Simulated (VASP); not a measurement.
# ZrO2: single point with r2SCAN

The system is ZrO2.

```
Zr O
1.0
     0.02545    2.54471    2.54471
     2.54471    0.02545    2.54471
     2.57016    2.57016    0.00000
Zr O
1 2
Direct
  0.00000 0.00000 0.00000
  0.24865 0.24865 0.25135
  0.75135 0.75135 0.74865
```

This cell differs from its parent crystal: shear xy strain +2.0%.

- Program: VASP 6.6.1
- Task: single point
- Functional: r2SCAN
- Potentials or basis: VASP PAW PBE potentials, release 64 (Zr_sv, O)
- Cutoff: 660 eV
- k mesh: 8 × 8 × 8
- Occupations: gaussian, width 0.01 eV
- Spin: no spin polarisation

* Pressure: 0.1 GPa
* Largest force: 0.004 eV/Å
* Band gap on the k mesh: 3.87 eV (least direct gap 4.28 eV)

Forces on the atoms (eV/Å):
```
Zr   0.000  0.000  0.000
O    0.000  0.000 -0.004
O    0.000  0.000  0.004
```

Stress tensor (GPa, compression positive):
```
 0.06 -1.45  0.00
-1.45  0.06  0.00
 0.00  0.00  0.04
```

Levels at points of the mesh, in eV from the valence-band top:
```tsv
k point	band 10	band 11	band 12	band 13	band 14	band 15
(0.00, 0.00, 0.00)	-0.57	-0.55	-0.53	3.87	3.88	7.18
(0.50, 0.00, 0.00)	-2.51	-1.71	-1.63	4.46	4.57	6.72
(0.50, 0.50, 0.00)	-1.63	-1.41	0.00	4.28	5.26	6.38
(0.00, 0.00, 0.50)	-2.48	-1.72	-1.64	4.43	4.52	6.54
(0.50, 0.00, 0.50)	-1.53	-1.52	0.00	4.28	5.26	6.37
```

Run time: 10 min on 1 thread of Intel Xeon 8259CL (shared host), peak memory 0.23 GiB.

Caveat: the cell differs from its parent crystal (shear xy strain +2.0%); the PAW data sets were made with another functional, which shifts forces and pressure a little. A k mesh can miss the band edges.
